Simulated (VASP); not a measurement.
# NiSb: relaxation of cell and atoms with PBEsol

Crystal: NiSb.

```
Ni Sb
1.0
     3.76390    0.00000    0.00000
    -1.88195    3.25963    0.00000
     0.00000    0.00000    4.87303
Ni Sb
2 2
Direct
  0.00000 0.00000 0.00000
  0.00000 0.00000 0.50000
  0.33333 0.66667 0.25000
  0.66667 0.33333 0.75000
```

| Item | Value |
| --- | --- |
| Program | VASP 6.6.1 |
| Task | relaxation of cell and atoms |
| Functional | PBEsol |
| Potentials or basis | VASP PAW PBE potentials, release 64 (Ni, Sb) |
| Cutoff | 600 eV |
| k mesh | 12 × 12 × 8 |
| Occupations | gaussian, width 0.1 eV |
| Spin | no spin polarisation |
| Target pressure | 20 GPa |
| Dipole correction | no |
| Further INCAR settings | ALGO = Normal; EDIFF = 1e-06; IBRION = 2; EDIFFG = -0.008; NSW = 70; ISIF = 3 |

| Quantity | Value |
| --- | --- |
| Relaxed volume | 15.00 Å³/atom |
| Relaxed cell | a = 3.767 Å, b = 3.767 Å, c = 4.882 Å, α = 90.00°, β = 90.00°, γ = 120.00° |
| Space group after relaxing (to 0.05 Å) | P6_3/mmc (No. 194) |
| Energy change on relaxing (the enthalpy is what falls) | -6.4 meV/atom |
| Ionic steps | 10 |
| Pressure after relaxing | 20.0 GPa |
| Band gap on the k mesh | zero (band 15 reaches 14.38 eV, above the bottom of band 16 at 10.39 eV) |

Step by step:
| step | energy change (eV) | largest force (eV/Å) | pressure (GPa) | volume (Å³) |
| --- | --- | --- | --- | --- |
| 1 | 0.0000 | 0.0000 | 20.85 | 59.79 |
| 2 | -0.0840 | 0.0000 | 18.30 | 60.48 |
| 3 | -0.0259 | 0.0000 | 20.03 | 59.99 |
| 4 | -0.0271 | 0.0000 | 20.05 | 60.00 |
| 5 | -0.0562 | 0.0000 | 19.10 | 60.24 |
| 6 | -0.0291 | 0.0000 | 19.92 | 60.02 |
| 7 | -0.0280 | 0.0000 | 19.88 | 60.01 |
| 8 | -0.0179 | 0.0000 | 20.19 | 59.93 |
| 9 | -0.0249 | 0.0000 | 20.05 | 59.98 |
| 10 | -0.0257 | 0.0000 | 19.99 | 59.99 |

Final structure:
```
Ni Sb
1.0
     3.76668    0.00000    0.00000
    -1.88334    3.26204    0.00000
     0.00000    0.00000    4.88223
Ni Sb
2 2
Cartesian
  0.0000 0.0000 0.0000
  0.0000 0.0000 2.4411
  0.0000 2.1747 1.2206
  1.8833 1.0873 3.6617
```

Levels at points of the mesh, in eV from the Fermi level:
```tsv
k point	band 13	band 14	band 15	band 16	band 17	band 18
(0.00, 0.00, 0.00)	-0.08	0.58	0.58	2.77	2.77	3.13
(0.50, 0.00, 0.00)	-2.01	-1.77	-1.68	-0.18	1.27	3.40
(0.00, 0.00, 0.50)	0.67	0.67	2.33	2.33	2.33	2.33
(0.50, 0.00, 0.50)	-2.30	-2.30	0.07	0.07	2.06	2.06
```

It took 9.7 min on 1 thread of Intel(R) Xeon(R) Platinum 8259CL CPU @ 2.50GHz (Skylake/Cascade Lake), with other jobs on the host, peak memory 0.28 GiB.

Caveat: the cell is relaxed towards a set pressure, so the enthalpy falls and the energy may rise; the PAW data sets were made with another functional, which shifts forces and pressure a little; spin-orbit coupling is left out, which moves the levels of the heavy elements. Spin polarisation is off, so any magnetic state and its effect on volume and gap are missing.
